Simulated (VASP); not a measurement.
# MnO2 (P-3m1) in VASP: further runs

MnO2 is run at these levels: PBE; tasks: single point.

All numbers are computed with VASP 6.6.1; they aren't measurements. Logs are shortened: lines on timing, memory, paths and dates and some standing lists are left out, and cuts for length are marked.

## (1) The cell of the first run

Symmetry: P-3m1, No. 164, trigonal system. The conventional cell has a = 2.818 Å, b = 2.818 Å, c = 4.539 Å, α = 90.00°, β = 90.00°, γ = 120.00°. Within 2.5 Å of Mn (site symmetry -3m) lie 6 O at 1.88 Å. Within 2.5 Å of O (site symmetry 3m) lie 3 Mn at 1.88 Å and 3 O at 2.48 Å.

## (2) Single point, PBE, collinear spin, ferromagnetic start (10.41 Å³/atom)

The input, INCAR:

```
ALGO = Normal
EDIFF = 1E-7
ENCUT = 520
GGA = PE
ISIF = 2
ISMEAR = -1
ISPIN = 2
LASPH = T
LCHARG = F
LMAXMIX = 4
LORBIT = 11
LREAL = F
LWAVE = F
MAGMOM = 4 0 0
NBANDS = 24
NELM = 150
PREC = Accurate
SIGMA = 0.05
```

The input, KPOINTS:

```
k-points
0
Gamma
  11 11 6
```

The input, POSCAR:

```
MnO2
1.0
    2.8179710399      0.0000000000      0.0000000000
   -1.4089855200      2.4404345078      0.0000000000
    0.0000000000      0.0000000000      4.5391857050
Mn O
1 2
Direct
    0.0000000000      0.0000000000      0.5000000000
    0.3333333333      0.6666666667      0.7062925700
    0.6666666667      0.3333333333      0.2937074300
```

Potentials or basis: VASP PAW PBE potentials, release 64 (Mn_pv, O).

The run is started by

```
cat potpaw_PBE.64/Mn_pv/POTCAR potpaw_PBE.64/O/POTCAR > POTCAR
mpirun -np 1 vasp_std > vasp.out
```

OUTCAR:

```text
EDIFF = 1E-7
   ENCUT = 520
   GGA = PE
   ISIF = 2
   ISMEAR = -1
   ISPIN = 2
   LASPH = T
   LORBIT = 11
   LREAL = F
   NELM = 150
   PREC = Accurate

 ion  position               nearest neighbor table
   1  0.000  0.000  0.500-   2 1.88   3 1.88   3 1.88   2 1.88   3 1.88   2 1.88
   2  0.333  0.667  0.706-   1 1.88   1 1.88   1 1.88
   3  0.667  0.333  0.294-   1 1.88   1 1.88   1 1.88

  LATTYP: Found a hexagonal cell.
 ALAT       =     2.8179710399
 C/A-ratio  =     1.6107992739

  Lattice vectors:

 A1 = (   2.8179710399,   0.0000000000,   0.0000000000)
 A2 = (  -1.4089855200,   2.4404345078,   0.0000000000)
 A3 = (   0.0000000000,   0.0000000000,   4.5391857050)

Analysis of symmetry for initial positions (statically):
=====================================================================
 Subroutine PRICEL returns:
 Original cell was already a primitive cell.

 Routine SETGRP: Setting up the symmetry group for a
 hexagonal supercell.

 Subroutine GETGRP returns: Found 12 space group operations
 (whereof 12 operations were pure point group operations)
 out of a pool of 24 trial point group operations.

The static configuration has the point symmetry D_3d.

Analysis of symmetry for dynamics (positions and initial velocities):
=====================================================================
 Subroutine PRICEL returns:
 Original cell was already a primitive cell.

 Routine SETGRP: Setting up the symmetry group for a
 hexagonal supercell.

 Subroutine GETGRP returns: Found 12 space group operations
 (whereof 12 operations were pure point group operations)
 out of a pool of 24 trial point group operations.

The dynamic configuration has the point symmetry D_3d.

Analysis of structural, dynamic, and magnetic symmetry:
=====================================================================
 Subroutine PRICEL returns:
 Original cell was already a primitive cell.

 Routine SETGRP: Setting up the symmetry group for a
 hexagonal supercell.

 Subroutine GETGRP returns: Found 12 space group operations
 (whereof 12 operations were pure point group operations)
 out of a pool of 24 trial point group operations.

The overall configuration has the point symmetry D_3d.

 Subroutine INISYM returns: Found 12 space group operations
 (whereof 12 operations are pure point group operations),
 and found     1 'primitive' translations

[... 117 lines left out ...]
  volume/ion in A,a.u.               =      10.41        70.22
  Fermi-wavevector in a.u.,A,eV,Ry     =   1.520294  2.872939 31.447068  2.311294
  Thomas-Fermi vector in A             =   2.629164
   LORBIT       =     11    0 simple, 1 ext, 2 COOP (PROOUT), +10 PAW based schemes
   GGA     = PE    functional components
   LHFCALC =     F    Hartree Fock is set to
   AEXX    =    0.0000 exact exchange contribution
   IVDW    =     0    specifies the selected vdW correction
   LEPSILON=     F    determine dielectric tensor
   LRPA    =     F    only Hartree local field effects (RPA)
 spin polarized calculation
  energy-cutoff  :      520.00
  volume of cell :       31.22
 maximum number of plane-waves:       852
 NGX is ok and might be reduce to    24
   NGX = 11   NGY = 11   NGZ = 17

 number of electron      25.0000012 magnetization       3.0000176

 Free energy of the ion-electron system (eV)
  ---------------------------------------------------
  ext. energy  EPLUGINS =         0.00000000
  ---------------------------------------------------
  free energy    TOTEN  =       -23.71885451 eV

  energy without entropy =      -23.71882883  energy(sigma->0) =      -23.71884167

 E-fermi :   4.1312     XC(G=0): -11.0274

 val. band max:        3.7907694038   @ k =   0.0909  -0.0000   0.5000
 cond. band min:       4.4473963169   @ k =   0.0000   0.0000   0.5000
 fundamental gap:      0.6566269131
 Fermi energy:         4.1312243106

 spin component 1

 k-point     1 :       0.0000    0.0000    0.0000
  band No.  band energies     occupation
      1     -46.6339      1.00000
      2     -46.6339      1.00000
      3     -46.6279      1.00000
      4     -16.2654      1.00000
      5     -13.7693      1.00000
      6      -2.9038      1.00000
[... 637 lines left out ...]
     23      25.1793      0.00000
     24      27.3968      0.00000

 [... further k-points ...]

 spin component 2

 k-point     1 :       0.0000    0.0000    0.0000
  band No.  band energies     occupation
      1     -43.6143      1.00000
      2     -43.6143      1.00000
      3     -43.4530      1.00000
      4     -16.0784      1.00000
      5     -13.6175      1.00000
      6      -2.0257      1.00000
[... 637 lines left out ...]
     23      25.8627      0.00000
     24      27.6177      0.00000

 [... further k-points ...]

------------------------ aborting loop because EDIFF is reached ----------------------------------------

  FORCE on cell =-STRESS in cart. coord.  units (eV):
  Direction    XX          YY          ZZ          XY          YZ          ZX
  --------------------------------------------------------------------------------------
  -------------------------------------------------------------------------------------
  Total        3.3154530      3.3154530      2.2951633     -0.0000000      0.0000000     -0.0000000
  in kB      170.1656204    170.1656204    117.7992535     -0.0000000      0.0000000     -0.0000000
  external PRESSURE =     152.7101647 kB  Pullay stress =       0.0000000 kB

 VOLUME and BASIS-vectors are now :
 -----------------------------------------------------------------------------
  energy-cutoff  :      520.00
  volume of cell :       31.22
      direct lattice vectors                 reciprocal lattice vectors
     2.817971040  0.000000000  0.000000000     0.354865251  0.204881548  0.000000000
    -1.408985520  2.440434508  0.000000000     0.000000000  0.409763096  0.000000000
     0.000000000  0.000000000  4.539185705     0.000000000  0.000000000  0.220303831

 POSITION                                       TOTAL-FORCE (eV/Angst)
 -----------------------------------------------------------------------------------
      0.00000      0.00000      2.26959         0.000000      0.000000      0.000000
     -0.00000      1.62696      3.20599        -0.000000      0.000000      0.949419
      1.40899      0.81348      1.33319         0.000000      0.000000     -0.949419
 -----------------------------------------------------------------------------------
    total drift:                               -0.000000      0.000000      0.000000

  FREE ENERGIE OF THE ION-ELECTRON SYSTEM (eV)
  ---------------------------------------------------
  free  energy   TOTEN  =       -23.7188545129 eV

  energy  without entropy=      -23.7188288282  energy(sigma->0) =      -23.71884167

 total charge

# of ion       s       p       d       tot
------------------------------------------
    1        0.373   6.506   4.972  11.852
    2        1.583   3.442   0.000   5.025
    3        1.583   3.442   0.000   5.025
--------------------------------------------------
tot          3.540  13.389   4.972  21.901

 magnetization (x)

# of ion       s       p       d       tot
------------------------------------------
    1        0.031   0.041   2.725   2.797
    2        0.004   0.058   0.000   0.062
    3        0.004   0.058   0.000   0.062
--------------------------------------------------
tot          0.039   0.158   2.725   2.922
```

OSZICAR:

```text
N       E                     dE             d eps       ncg     rms          rms(c)
DAV:   1     0.247362234288E+03    0.24736E+03   -0.14153E+04  8112   0.121E+03
DAV:   2    -0.167249124003E+02   -0.26409E+03   -0.24789E+03  8840   0.366E+02
DAV:   3    -0.309257465636E+02   -0.14201E+02   -0.14127E+02  9328   0.915E+01
DAV:   4    -0.310481431668E+02   -0.12240E+00   -0.12239E+00  8880   0.890E+00
DAV:   5    -0.310494503586E+02   -0.13072E-02   -0.13072E-02  9744   0.880E-01    0.332E+01
DAV:   6    -0.290041109488E+02    0.20453E+01   -0.78692E+01  9792   0.753E+01    0.376E+01
DAV:   7    -0.248571414969E+02    0.41470E+01   -0.94188E+01  9328   0.762E+01    0.157E+01
DAV:   8    -0.238734112194E+02    0.98373E+00   -0.27632E+00  8752   0.158E+01    0.623E+00
DAV:   9    -0.237109903357E+02    0.16242E+00   -0.89587E-01 11384   0.904E+00    0.233E+00
DAV:  10    -0.237211151547E+02   -0.10125E-01   -0.90560E-02  8664   0.200E+00    0.123E+00
DAV:  11    -0.237186362393E+02    0.24789E-02   -0.81728E-03  8368   0.724E-01    0.407E-01
DAV:  12    -0.237189245731E+02   -0.28833E-03   -0.72695E-04  8288   0.252E-01    0.140E-01
DAV:  13    -0.237188387235E+02    0.85850E-04   -0.43293E-04  9664   0.228E-01    0.414E-02
DAV:  14    -0.237188513602E+02   -0.12637E-04   -0.98854E-05  8544   0.911E-02    0.251E-02
DAV:  15    -0.237188536997E+02   -0.23395E-05   -0.71650E-06  8616   0.252E-02    0.137E-02
DAV:  16    -0.237188542854E+02   -0.58572E-06   -0.27625E-06  8184   0.194E-02    0.389E-03
DAV:  17    -0.237188544680E+02   -0.18255E-06   -0.71097E-07  8464   0.855E-03    0.106E-03
DAV:  18    -0.237188545129E+02   -0.44906E-07   -0.93268E-08  5856   0.226E-03
   1 F= -.23718855E+02 E0= -.23718842E+02  d E =-.256847E-04  mag=     3.0000
```

stdout:

```text
POSCAR found type information on POSCAR MnO
 POSCAR found :  2 types and       3 ions
 scaLAPACK will be used
 LDA part: xc-table for (Slater+PW92), standard interpolation
 POSCAR, INCAR and KPOINTS ok, starting setup
 FFT: planning ... GRIDC
 FFT: planning ... GRID_SOFT
 FFT: planning ... GRID
 WAVECAR not read
 entering main loop
```

Wall time 66 s (1 thread of Intel Xeon Platinum 8488C (Sapphire Rapids), shared host); peak memory 0.23 GiB.

Results:

```yaml
Free_energy: -23.7189 eV
Pressure: 15.3 GPa
Largest_force: 0.949 eV/Å
Band_gap_on_the_k_mesh: 0.66 eV (least direct gap 0.70 eV)
Net_moment: 3.00 μB per cell
Site_moments: Mn +2.80; O +0.06 μB
Valence_electrons_inside_the_program's_atomic_spheres: Mn 11.85; O 5.03
```

Forces in eV/Å, atoms in the order of the input:
```
Mn   0.000  0.000  0.000
O    0.000  0.000  0.949
O    0.000  0.000 -0.949
```

Caveat: the stress differs along the axes, from 12 to 17 GPa; semilocal functionals underestimate gaps, and a narrow one can read as zero; a cell with one magnetic atom can't hold antiferromagnetic order, which such compounds often take. A k mesh can miss the band edges.

## (3) Single point, PBE, collinear spin, ferromagnetic start (11.06 Å³/atom)

This run uses another cell than the first one, of 11.06 Å³/atom.

The input, INCAR:

```
SYSTEM = MnO2
PREC = Accurate
ENCUT = 520
EDIFF = 1E-6
ISMEAR = -1
SIGMA = 0.05
LREAL = .FALSE.
LASPH = .TRUE.
NELM = 150
ALGO = Normal
ISIF = 2
LWAVE = .FALSE.
LCHARG = .TRUE.
ISPIN = 2
MAGMOM = 4 0 0
LORBIT = 11
LMAXMIX = 4
GGA = PE
LELF = .TRUE.
LVHAR = .TRUE.
NBANDS = 24
```

The input, KPOINTS:

```
Automatic mesh
0
G
  11 11 6
  0 0 0
```

The input, POSCAR:

```
MnO2
1.0
    2.8754964680      0.0000000000      0.0000000000
   -1.4377482340      2.4902529899      0.0000000000
    0.0000000000      0.0000000000      4.6318476229
Mn O
1 2
Direct
    0.0000000000      0.0000000000      0.5000000000
    0.3333333333      0.6666666667      0.7062925700
    0.6666666667      0.3333333333      0.2937074300
```

Potentials or basis: VASP PAW PBE potentials, release 64 (Mn_pv, O).

The run is started by

```
cat potpaw_PBE.64/Mn_pv/POTCAR potpaw_PBE.64/O/POTCAR > POTCAR
mpirun -np 1 vasp_std > vasp.out
```

It took 66 s on 1 thread of Intel Xeon Platinum 8488C (Sapphire Rapids), shared host; peak memory 0.23 GiB.

Results (log left out):

* Free energy: -23.8214 eV
* Pressure: 1.8 GPa
* Largest force: 0.027 eV/Å
* Band gap on the k mesh: 0.88 eV (least direct gap 0.94 eV)
* Net moment: 3.00 μB per cell
* Site moments: Mn +2.85; O +0.04 μB
* Valence electrons inside the program's atomic spheres: Mn 11.70; O 4.99

Forces in eV/Å, atoms in the order of the input:
```
Mn   0.000  0.000  0.000
O    0.000  0.000  0.027
O    0.000  0.000 -0.027
```

Stress tensor (GPa, compression positive):
```
1.66 0.00 0.00
0.00 1.66 0.00
0.00 0.00 2.10
```

Levels at points of the mesh, in eV from the valence-band top:
Spin up:
```tsv
k point	band 12	band 13	band 14	band 15	band 16	band 17
(0.00, 0.00, 0.00)	-1.32	-1.07	-0.37	2.84	2.84	7.06
(0.00, 0.00, 0.50)	-1.36	-1.36	-0.06	2.89	2.89	9.18
```
Spin down:
```csv
k point,band 8,band 9,band 10,band 11,band 12,band 13,band 14,band 15
"(0.00, 0.00, 0.00)",-4.88,-1.27,-1.27,-0.91,0.89,0.89,2.43,4.13
"(0.00, 0.00, 0.50)",-4.42,-2.20,-1.32,-1.32,0.88,0.88,2.55,4.17
```

Caveat: a cell with one magnetic atom can't hold antiferromagnetic order, which such compounds often take. A k mesh can miss the band edges.

## (4) Single point, PBE, collinear spin, ferromagnetic start (11.49 Å³/atom)

This run uses another cell than the first one, of 11.49 Å³/atom.

The input, INCAR:

```
SYSTEM = MnO2
PREC = Accurate ; ENCUT = 520
EDIFF = 1E-6 ; ISMEAR = -1
SIGMA = 0.05 ; LREAL = .FALSE.
LASPH = .TRUE. ; NELM = 150
ALGO = Normal ; ISIF = 2
LWAVE = .FALSE. ; LCHARG = .FALSE.
ISPIN = 2 ; MAGMOM = 4 0 0
LORBIT = 11 ; LMAXMIX = 4
GGA = PE ; NBANDS = 24
```

The input, KPOINTS:

```
regular mesh
0
G
  11 11 6
  0 0 0
```

The input, POSCAR:

```
MnO2
1.0
    2.9126037410      0.0000000000      0.0000000000
   -1.4563018705      2.5223888309      0.0000000000
    0.0000000000      0.0000000000      4.6916199912
Mn O
1 2
Direct
    0.0000000000      0.0000000000      0.5000000000
    0.3333333333      0.6666666667      0.7062925700
    0.6666666667      0.3333333333      0.2937074300
```

The run is started by

```
cat potpaw_PBE.64/Mn_pv/POTCAR potpaw_PBE.64/O/POTCAR > POTCAR
mpirun -np 1 vasp_std > vasp.out
```

Wall time 64 s (1 thread of Intel Xeon Platinum 8488C (Sapphire Rapids), shared host); peak memory 0.24 GiB.

The run converged. Its results:

| Item | Value |
| --- | --- |
| Free energy | -23.8094 eV |
| Pressure | -5.0 GPa |
| Largest force | 0.473 eV/Å |
| Band gap on the k mesh | 1.01 eV (least direct gap 1.09 eV) |
| Net moment | 3.00 μB per cell |
| Site moments | Mn +2.89; O +0.02 μB |
| Valence electrons inside the program's atomic spheres | Mn 11.62; O 4.96 |

Forces in eV/Å, atoms in the order of the input:
```
Mn   0.000  0.000  0.000
O    0.000  0.000 -0.473
O    0.000  0.000  0.473
```

Stress tensor (GPa, compression positive):
```
-6.10  0.00  0.00
 0.00 -6.10  0.00
 0.00  0.00 -2.79
```

Levels at points of the mesh, in eV from the valence-band top:
Spin up:
| k point | band 10 | band 11 | band 12 | band 13 | band 14 | band 15 | band 16 | band 17 | band 18 | band 19 |
| --- | --- | --- | --- | --- | --- | --- | --- | --- | --- | --- |
| (0.00, 0.00, 0.00) | -2.28 | -1.17 | -1.17 | -0.90 | -0.36 | 2.74 | 2.74 | 6.88 | 10.24 | 14.41 |
| (0.00, 0.00, 0.50) | -2.28 | -2.09 | -1.21 | -1.21 | -0.08 | 2.78 | 2.78 | 9.00 | 9.04 | 13.60 |
Spin down:
```csv
k point,band 9,band 10,band 11,band 12,band 13,band 14
"(0.00, 0.00, 0.00)",-1.16,-1.16,-0.78,1.02,1.02,2.45
"(0.00, 0.00, 0.50)",-1.99,-1.20,-1.20,1.01,1.01,2.56
```

Caveat: the cell stands under tension; a cell with one magnetic atom can't hold antiferromagnetic order, which such compounds often take.

## (5) Single point, PBE, collinear spin, ferromagnetic start

This run uses another cell than the first one, of 12.97 Å³/atom.

The input, INCAR:

```
SYSTEM = MnO2
PREC     = Accurate       ! precision mode
ENCUT    = 520            ! plane-wave cutoff, eV
EDIFF    = 1E-7           ! SCF threshold, eV
ISMEAR   = -1             ! smearing method
SIGMA    = 0.05           ! smearing width, eV
LREAL    = .False.        ! projectors in reciprocal space
LASPH    = .True.         ! aspherical terms in the spheres
NELM     = 150            ! most SCF steps
ALGO     = Normal         ! electronic algorithm
ISIF     = 2              ! what is computed and relaxed
LWAVE    = .False.        ! write WAVECAR
LCHARG   = .False.        ! write CHGCAR
ISPIN    = 2              ! spin polarisation
MAGMOM   = 4 0 0          ! initial moments
LORBIT   = 11             ! projections on sites
LMAXMIX  = 4              ! l up to which the mixer works
GGA      = PE             ! functional
NBANDS   = 24             ! bands
```

The input, KPOINTS:

```
Automatic mesh
0
Gamma
  11 11 6
  0 0 0
```

The input, POSCAR:

```
MnO2
1.0
    2.8769982050      0.0000000000      0.0000000000
   -1.4384991025      2.4915535322      0.0000000000
    0.0000000000      0.0000000000      5.4270682058
Mn O
1 2
Direct
    0.0000000000      0.0000000000      0.5000000000
    0.3333333333      0.6666666667      0.6759651773
    0.6666666667      0.3333333333      0.3240348227
```

The run is started by

```
cat potpaw_PBE.64/Mn_pv/POTCAR potpaw_PBE.64/O/POTCAR > POTCAR
mpirun -np 1 vasp_std > vasp.out
```

It took 3.6 min on 1 thread of Intel Xeon 8259CL, shared host; peak memory 0.26 GiB.

Results (log left out):

* Free energy: -23.8468 eV
* Pressure: 0.8 GPa
* Largest force: 0.087 eV/Å
* Band gap on the k mesh: 0.99 eV (least direct gap 1.04 eV)
* Net moment: 3.00 μB per cell
* Site moments: Mn +2.85; O +0.04 μB
* Valence electrons inside the program's atomic spheres: Mn 11.70; O 4.99

Forces on the atoms (eV/Å):
```
Mn   0.000  0.000  0.000
O    0.000  0.000  0.087
O    0.000  0.000 -0.087
```

Stress tensor (GPa, compression positive):
```
0.98 0.00 0.00
0.00 0.98 0.00
0.00 0.00 0.52
```

Levels at points of the mesh, in eV from the valence-band top:
Spin up:
```
           k point  band 12  band 13  band 14  band 15  band 16  band 17
(0.00, 0.00, 0.00)    -1.22    -1.22    -0.18     2.97     2.97     6.71
(0.00, 0.00, 0.50)    -1.23    -1.23    -0.05     2.98     2.98     8.30
```
Spin down:
| k point | band 8 | band 9 | band 10 | band 11 | band 12 | band 13 | band 14 | band 15 |
| --- | --- | --- | --- | --- | --- | --- | --- | --- |
| (0.00, 0.00, 0.00) | -4.76 | -1.23 | -1.17 | -1.17 | 1.00 | 1.00 | 2.57 | 4.26 |
| (0.00, 0.00, 0.50) | -4.59 | -1.71 | -1.18 | -1.18 | 0.99 | 0.99 | 2.64 | 4.26 |

Caveat: a cell with one magnetic atom can't hold antiferromagnetic order, which such compounds often take.

## (6) Overview

| cell | gap on the mesh (eV) | pressure (GPa) | moment (μB) | largest force (eV/Å) |
| --- | --- | --- | --- | --- |
| a = 2.818, b = 2.818, c = 4.539 Å, angles 90.0, 90.0, 120.0°, 3 atoms, atomic positions A | 0.66 | 15.3 | 3.00 | 0.95 |
| a = 2.875, b = 2.875, c = 4.632 Å, angles 90.0, 90.0, 120.0°, 3 atoms, atomic positions A | 0.88 | 1.8 | 3.00 | 0.03 |
| a = 2.913, b = 2.913, c = 4.692 Å, angles 90.0, 90.0, 120.0°, 3 atoms, atomic positions A | 1.01 | -5.0 | 3.00 | 0.47 |
| a = 2.877, b = 2.877, c = 5.427 Å, angles 90.0, 90.0, 120.0°, 3 atoms, atomic positions B | 0.99 | 0.8 | 3.00 | 0.09 |

Alike in all rows: task single point; level PBE; potentials or basis VASP PAW PBE potentials, release 64 (Mn_pv, O); spin collinear, ferromagnetic start; k mesh 11 × 11 × 6; cutoff (eV) 520; smearing fermi-dirac 0.05 eV.

Caveats: a cell with one magnetic atom can't hold antiferromagnetic order, which such compounds often take; the stress differs along the axes, from 12 to 17 GPa (at least some runs); semilocal functionals underestimate gaps, and a narrow one can read as zero (at least some runs); the cell stands under tension (at least some runs).

Absolute energies hang on the potentials; compare differences alone.
